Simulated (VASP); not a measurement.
# TaN (Fm-3m) in VASP: notebook, part 2 of 2

VASP 6.6.1. Earlier steps stand in the parts before.

## (3) Single point, PBE

The input, INCAR:

```
PREC = Accurate
ENCUT = 520
EDIFF = 1E-7
ISMEAR = 0
SIGMA = 0.15
LREAL = F
LASPH = T
NELM = 60
ALGO = Normal
ISIF = 2
LWAVE = F
LCHARG = F
GGA = PE
NBANDS = 15
```

The input, KPOINTS:

```
Automatic mesh
0
Gamma
  18 18 18
```

The input, POSCAR:

```
TaN
1.0
    0.0000000000      2.2081122570      2.2081122570
    2.2081122570      0.0000000000      2.2081122570
    2.2081122570      2.2081122570      0.0000000000
Ta N
1 1
Direct
    0.5000000000      0.5000000000      0.5000000000
    0.0000000000      0.0000000000      0.0000000000
```

Potentials or basis: VASP PAW PBE potentials, release 64 (Ta_pv, N).

Command:

```console
> cat potpaw_PBE.64/Ta_pv/POTCAR potpaw_PBE.64/N/POTCAR > POTCAR
> mpirun -np 1 vasp_std > vasp.out
```

OUTCAR:

```text
PREC = Accurate
   ENCUT = 520
   EDIFF = 1E-7
   ISMEAR = 0
   LREAL = F
   LASPH = T
   NELM = 60
   ISIF = 2
   GGA = PE

 ion  position               nearest neighbor table
   1  0.500  0.500  0.500-   2 2.21   2 2.21   2 2.21   2 2.21   2 2.21   2 2.21
   2  0.000  0.000  0.000-   1 2.21   1 2.21   1 2.21   1 2.21   1 2.21   1 2.21

  LATTYP: Found a face centered cubic cell.
 ALAT       =     4.4162245140

  Lattice vectors:

 A1 = (   0.0000000000,   2.2081122570,   2.2081122570)
 A2 = (   2.2081122570,   0.0000000000,   2.2081122570)
 A3 = (   2.2081122570,   2.2081122570,   0.0000000000)

Analysis of symmetry for initial positions (statically):
=====================================================================
 Subroutine PRICEL returns:
 Original cell was already a primitive cell.

 Routine SETGRP: Setting up the symmetry group for a
 face centered cubic supercell.

 Subroutine GETGRP returns: Found 48 space group operations
 (whereof 48 operations were pure point group operations)
 out of a pool of 48 trial point group operations.

The static configuration has the point symmetry O_h .

Analysis of symmetry for dynamics (positions and initial velocities):
=====================================================================
 Subroutine PRICEL returns:
 Original cell was already a primitive cell.

 Routine SETGRP: Setting up the symmetry group for a
 face centered cubic supercell.

 Subroutine GETGRP returns: Found 48 space group operations
 (whereof 48 operations were pure point group operations)
 out of a pool of 48 trial point group operations.

The dynamic configuration has the point symmetry O_h .

 Subroutine INISYM returns: Found 48 space group operations
 (whereof 48 operations are pure point group operations),
 and found     1 'primitive' translations

----------------------------------------------------------------------------------------

                                     Primitive cell

  volume of cell :      21.5324

  direct lattice vectors                    reciprocal lattice vectors
     0.000000000  2.208112257  2.208112257    -0.226437763  0.226437763  0.226437763
     2.208112257  0.000000000  2.208112257     0.226437763 -0.226437763  0.226437763
     2.208112257  2.208112257  0.000000000     0.226437763  0.226437763 -0.226437763

  length of vectors
     3.122742301  3.122742301  3.122742301     0.392201710  0.392201710  0.392201710

  position of ions in fractional coordinates (direct lattice)
     0.500000000  0.500000000  0.500000000
     0.000000000  0.000000000  0.000000000

  ion indices of the primitive-cell ions
   primitive index   ion index
                 1           1
                 2           2

----------------------------------------------------------------------------------------

 KPOINTS: Automatic mesh

Automatic generation of k-mesh.
 Grid dimensions read from file:
 generate k-points for:   18   18   18

 Generating k-lattice:

  Cartesian coordinates                     Fractional coordinates (reciprocal lattice)
    -0.012579876  0.012579876  0.012579876     0.055555556  0.000000000  0.000000000
     0.012579876 -0.012579876  0.012579876     0.000000000  0.055555556  0.000000000
     0.012579876  0.012579876 -0.012579876     0.000000000  0.000000000  0.055555556

  Length of vectors
     0.021788984  0.021788984  0.021788984

  Shift w.r.t. Gamma in fractional coordinates (k-lattice)
     0.000000000  0.000000000  0.000000000

 Subroutine IBZKPT returns following result:
 ===========================================

 Found    195 irreducible k-points:

 Following reciprocal coordinates:
            Coordinates               Weight
  0.000000  0.000000  0.000000      1.000000
  0.055556  0.000000  0.000000      8.000000
  0.111111  0.000000  0.000000      8.000000
  0.166667  0.000000  0.000000      8.000000
  0.222222  0.000000  0.000000      8.000000
  0.277778  0.000000  0.000000      8.000000
[... 16 lines left out ...]
 -0.277778  0.055556  0.000000     24.000000
 -0.222222  0.055556  0.000000     24.000000
 [... further k-points ...]
   k-points           NKPTS =    195   k-points in BZ     NKDIM =    195   number of bands    NBANDS=     15
   number of dos      NEDOS =    301   number of ions     NIONS =      2
   total plane-waves  NPLWV =  13824
   dimension x,y,z NGX =    24 NGY =   24 NGZ =   24
   dimension x,y,z NGXF=    48 NGYF=   48 NGZF=   48
   ions per type =               1   1
   NGX,Y,Z   is equivalent  to a cutoff of  12.78, 12.78, 12.78 a.u.
   NGXF,Y,Z  is equivalent  to a cutoff of  25.55, 25.55, 25.55 a.u.
 SYSTEM =  unknown system
   PREC   = accura    normal or accurate (medium, high low for compatibility)
   ISTART =      0    job   : 0-new  1-cont  2-samecut
   ICHARG =      2    charge: 1-file 2-atom 10-const
   ISPIN  =      1    spin polarized calculation?
   LNONCOLLINEAR =      F non collinear calculations
   LSORBIT =      F    spin-orbit coupling
   LASPH  =      T    aspherical Exc in radial PAW
   ENCUT  =  520.0 eV  38.22 Ry    6.18 a.u.   5.81  5.81  5.81*2*pi/ulx,y,z
   NELM   =     60;   NELMIN=  2; NELMDL= -5     # of ELM steps
   EDIFF  = 0.1E-06   stopping-criterion for ELM
   LREAL  =      F    real-space projection
   EDIFFG = 0.1E-05   stopping-criterion for IOM
   NSW    =      0    number of steps for IOM
   IBRION =     -1    ionic relax: 0-MD 1-quasi-New 2-CG
   NFREE  =      0    steps in history (QN), initial steepest desc. (CG)
   ISIF   =      2    stress and relaxation
   ISYM   =      2    0-nonsym 1-usesym 2-fastsym
   POTIM  = 0.5000    time-step for ionic-motion
   TEBEG  =    0.0;   TEEND  =   0.0 temperature during run
   PSTRESS=    0.0 pullay stress
   NELECT =      16.0000    total number of electrons
   NUPDOWN=      -1.0000    fix difference up-down
   EMIN   =  10.00;   EMAX   =-10.00  energy-range for DOS
   EFERMI =   0.00;   METHOD = LEGACY
   ISMEAR =     0;   SIGMA  =   0.15  broadening in eV -4-tet -1-fermi 0-gaus
   EFERMI_NEDOS =   21; number of points for ismear=-14 and -15
   IALGO  =     38    algorithm
   IMIX   =      4    mixing-type and parameters
     AMIX     =   0.40;   BMIX     =  1.00
     AMIX_MAG =   1.60;   BMIX_MAG =  1.00
  volume/ion in A,a.u.               =      10.77        72.65
  Fermi-wavevector in a.u.,A,eV,Ry     =   1.482804  2.802093 29.915225  2.198707
  Thomas-Fermi vector in A             =   2.596544
   LORBIT       =      0    0 simple, 1 ext, 2 COOP (PROOUT), +10 PAW based schemes
   GGA     = PE    functional components
   LHFCALC =     F    Hartree Fock is set to
   AEXX    =    0.0000 exact exchange contribution
   IVDW    =     0    specifies the selected vdW correction
   LEPSILON=     F    determine dielectric tensor
   LRPA    =     F    only Hartree local field effects (RPA)
 non-spin polarized calculation
 Gauss-broadening in eV      SIGMA  =   0.15
  energy-cutoff  :      520.00
  volume of cell :       21.53
 maximum number of plane-waves:       590
   NGX = 11   NGY = 11   NGZ = 11

 number of electron      16.0000003 magnetization

 Free energy of the ion-electron system (eV)
  ---------------------------------------------------
  ext. energy  EPLUGINS =         0.00000000
  ---------------------------------------------------
  free energy    TOTEN  =       -21.83229670 eV

  energy without entropy =      -21.82236247  energy(sigma->0) =      -21.82732958

 E-fermi :   9.4142     XC(G=0): -13.3681

 val. band max:        9.3991990530   @ k =   0.2222   0.1667   0.0556
 cond. band min:       9.4258912602   @ k =  -0.2778   0.3333   0.1111
 fundamental gap:      0.0266922073
 Fermi energy:         9.4141866716

 k-point     1 :       0.0000    0.0000    0.0000
  band No.  band energies     occupation
      1     -26.3979      2.00000
      2     -26.3979      2.00000
      3     -26.3979      2.00000
      4      -9.3551      2.00000
      5       5.6141      2.00000
      6       5.6141      2.00000
      7       5.6141      2.00000
      8       7.3328      2.00000
      9       7.3328      2.00000
     10       7.3328      2.00000
     11       9.4654      0.62924
     12       9.4654      0.62923
     13      10.8157      0.00000
     14      18.8047      0.00000
     15      21.7385      0.00000
[... 397 lines left out ...]
 k-point    24 :      -0.2222    0.0556    0.0000
  band No.  band energies     occupation
      1     -26.7975      2.00000
      2     -26.4635      2.00000
      3     -26.4254      2.00000
      4      -8.1104      2.00000
      5       1.8708      2.00000
      6       3.0874      2.00000
      7       3.4805      2.00000
      8       8.4662      2.00000
      9       8.6297      2.00000
     10       9.5359      0.25120
     11      12.1727      0.00000
     12      13.6929      0.00000
     13      13.9085      0.00000
     14      21.7025      0.00000
     15      21.8080      0.00000

 [... further k-points ...]
[... 5 lines left out ...]
  --------------------------------------------------------------------------------------
  -------------------------------------------------------------------------------------
  Total        0.1309601      0.1309601      0.1309601     -0.0000000      0.0000000      0.0000000
  in kB        9.7444264      9.7444264      9.7444264     -0.0000000      0.0000000      0.0000000
  external PRESSURE =       9.7444264 kB  Pullay stress =       0.0000000 kB

 VOLUME and BASIS-vectors are now :
 -----------------------------------------------------------------------------
  energy-cutoff  :      520.00
  volume of cell :       21.53
      direct lattice vectors                 reciprocal lattice vectors
     0.000000000  2.208112257  2.208112257    -0.226437763  0.226437763  0.226437763
     2.208112257  0.000000000  2.208112257     0.226437763 -0.226437763  0.226437763
     2.208112257  2.208112257  0.000000000     0.226437763  0.226437763 -0.226437763

 POSITION                                       TOTAL-FORCE (eV/Angst)
 -----------------------------------------------------------------------------------
      2.20811      2.20811      2.20811        -0.000000     -0.000000     -0.000000
      0.00000      0.00000      0.00000         0.000000      0.000000      0.000000
 -----------------------------------------------------------------------------------
    total drift:                                0.000000     -0.000000     -0.000000

  FREE ENERGIE OF THE ION-ELECTRON SYSTEM (eV)
  ---------------------------------------------------
  free  energy   TOTEN  =       -21.8322966994 eV

  energy  without entropy=      -21.8223624672  energy(sigma->0) =      -21.82732958
```

OSZICAR:

```text
N       E                     dE             d eps       ncg     rms          rms(c)
DAV:   1     0.898280444870E+02    0.89828E+02   -0.88051E+03  5858   0.113E+03
DAV:   2    -0.220360297067E+02   -0.11186E+03   -0.10522E+03  7222   0.302E+02
DAV:   3    -0.248492962902E+02   -0.28133E+01   -0.27848E+01  6599   0.448E+01
DAV:   4    -0.248614268149E+02   -0.12131E-01   -0.12128E-01  7573   0.307E+00
DAV:   5    -0.248615089842E+02   -0.82169E-04   -0.82169E-04  6697   0.224E-01    0.235E+01
DAV:   6    -0.219299345517E+02    0.29316E+01   -0.55152E+00  7085   0.263E+01    0.968E+00
DAV:   7    -0.218667584256E+02    0.63176E-01   -0.55598E-01  6487   0.609E+00    0.679E+00
DAV:   8    -0.218392652839E+02    0.27493E-01   -0.14954E-01  6865   0.333E+00    0.167E+00
DAV:   9    -0.218323607351E+02    0.69045E-02   -0.18795E-02  6795   0.114E+00    0.322E-01
DAV:  10    -0.218323314840E+02    0.29251E-04   -0.13113E-03  6914   0.372E-01    0.615E-02
DAV:  11    -0.218322967716E+02    0.34712E-04   -0.64736E-05  6600   0.934E-02    0.165E-02
DAV:  12    -0.218322970880E+02   -0.31635E-06   -0.55304E-06  6893   0.227E-02    0.734E-03
DAV:  13    -0.218322966715E+02    0.41647E-06   -0.18914E-07  6592   0.422E-03    0.219E-03
DAV:  14    -0.218322966994E+02   -0.27898E-07   -0.13449E-08  3877   0.116E-03
   1 F= -.21832297E+02 E0= -.21827330E+02  d E =-.993423E-02
```

It took 100 s on 1 thread of Intel Xeon 6975P-C, shared host; peak memory 0.19 GiB.

Results:

```yaml
Free_energy: -21.8323 eV
Pressure: 1.0 GPa
Band_gap_on_the_k_mesh: zero (band 8 reaches 11.27 eV, above the bottom of band 9 at 7.33 eV)
```

Caveat: spin-orbit coupling is left out, which moves the levels of the heavy elements.

## (4) Single point, PBE

The input, INCAR:

```
SYSTEM = TaN
  PREC = Accurate
  ENCUT = 520
  EDIFF = 1E-7
  ISMEAR = 0
  SIGMA = 0.15
  LREAL = .False.
  LASPH = .True.
  NELM = 80
  ALGO = Normal
  ISIF = 2
  LWAVE = .False.
  LCHARG = .False.
  GGA = PE
  NBANDS = 15
```

The input, KPOINTS:

```
Automatic mesh
0
Gamma
  20 20 20
  0 0 0
```

POSCAR is that of step 3.

Command:

```console
> cat potpaw_PBE.64/Ta_pv/POTCAR potpaw_PBE.64/N/POTCAR > POTCAR
> mpirun -np 1 vasp_std > vasp.out
```

Wall time 85 s (1 thread of Intel Xeon 6975P-C, shared host); peak memory 0.21 GiB.

The run converged. Its results:

* Free energy: -21.8333 eV
* Pressure: 1.0 GPa
* Band gap on the k mesh: zero (band 8 reaches 11.27 eV, above the bottom of band 9 at 7.33 eV)

Levels at points of the mesh, in eV from the Fermi level:
```csv
k point,band 4,band 5,band 6,band 7,band 8,band 9,band 10,band 11,band 12,band 13
"(0.00, 0.00, 0.00)",-18.75,-3.78,-3.78,-3.78,-2.06,-2.06,-2.06,0.07,0.07,1.42
"(0.50, 0.00, 0.00)",-15.81,-10.26,-7.48,-7.48,1.87,1.87,1.96,3.79,7.41,7.41
"(0.50, 0.50, 0.00)",-17.50,-6.61,-5.37,-4.60,-4.60,2.08,3.48,3.48,4.41,6.68
```

Caveat: spin-orbit coupling is left out, which moves the levels of the heavy elements.

## (5) The runs side by side

| k mesh | smearing | gap on the mesh (eV) | pressure (GPa) |
| --- | --- | --- | --- |
| 16 × 16 × 16 | gaussian 0.1 eV | none | 1.0 |
| 18 × 18 × 18 | gaussian 0.15 eV | none | 1.0 |
| 20 × 20 × 20 | gaussian 0.15 eV | none | 1.0 |

Alike in all rows: task single point; level PBE; potentials or basis VASP PAW PBE potentials, release 64 (Ta_pv, N); no spin polarisation; cell as given; cutoff (eV) 520.

Every run on the cell as given and a fine mesh finds a metal.

Caveats: spin-orbit coupling is left out, which moves the levels of the heavy elements.

Total energies depend on the potentials used, so only differences within one code and one set of settings carry meaning.
